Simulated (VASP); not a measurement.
Crystal: B3As2.

```
B As
1.0
     3.30705   -3.78375    0.00000
     3.30705    3.78375    0.00000
     0.00000    0.00000    2.74378
B As
3 2
Direct
  0.10357 0.89643 0.00000
  0.89643 0.10357 0.00000
  0.50000 0.50000 0.50000
  0.50000 0.00000 0.00000
  0.00000 0.50000 0.00000
```

The cell was generated, and may not be a known phase.

| Item | Value |
| --- | --- |
| Program | VASP 6.6.1 |
| Task | relaxation of cell and atoms |
| Functional | PBE |
| Potentials or basis | VASP PAW PBE potentials, release 64 (B, As) |
| Cutoff | 600 eV |
| k mesh | 8 × 8 × 14 |
| Occupations | gaussian, width 0.1 eV |
| Spin | no spin polarisation |

At the start: pressure -0.2 GPa; volume 13.73 Å³/atom.

Problem. How do energy, volume and symmetry change on relaxing?

Solution. Over 17 steps the energy falls by 7.1 meV/atom and the volume is 13.47 Å³/atom (-1.9 %); space group Cmmm (No. 65, to 0.1 Å) before and after.

The path:
```
step  energy change (eV)  largest force (eV/Å)  pressure (GPa)  volume (Å³)
   1              0.0000                0.0633           -0.23        68.67
   2             -0.0127                0.3267           -0.50        68.47
   3             -0.0151                0.6192           -0.68        68.29
   4             -0.0203                0.5259           -0.60        68.14
   5             -0.0309                0.2311           -0.26        67.68
   6             -0.0210                0.3626            0.95        66.71
   7             -0.0326                0.0906           -0.03        67.47
   8             -0.0328                0.0426            0.07        67.39
   9             -0.0328                0.0159            0.12        67.34
  10             -0.0335                0.0212            0.08        67.38
  11             -0.0344                0.1329           -0.05        67.48
  12             -0.0350                0.0403           -0.13        67.50
  13             -0.0351                0.0153           -0.18        67.51
  14             -0.0352                0.0116           -0.10        67.45
  15             -0.0352                0.0067            0.01        67.37
  16             -0.0352                0.0042            0.06        67.34
  17             -0.0353                0.0076            0.04        67.34
```

Final structure:
```cif
data_structure
_symmetry_space_group_name_H-M 'P 1'
_symmetry_Int_Tables_number 1
_cell_length_a 5.1100
_cell_length_b 5.1100
_cell_length_c 2.6076
_cell_angle_alpha 90.000
_cell_angle_beta 90.000
_cell_angle_gamma 98.477
_cell_volume 67.34
loop_
_atom_site_label
_atom_site_type_symbol
_atom_site_fract_x
_atom_site_fract_y
_atom_site_fract_z
_atom_site_occupancy
B1 B 0.10217 0.89783 0.00000 1
B2 B 0.89783 0.10217 0.00000 1
B3 B 0.50000 0.50000 0.50000 1
As1 As 0.50000 0.00000 0.00000 1
As2 As 0.00000 0.50000 0.00000 1
```

Caveat: the highest band is partly filled, so the run has too few bands.
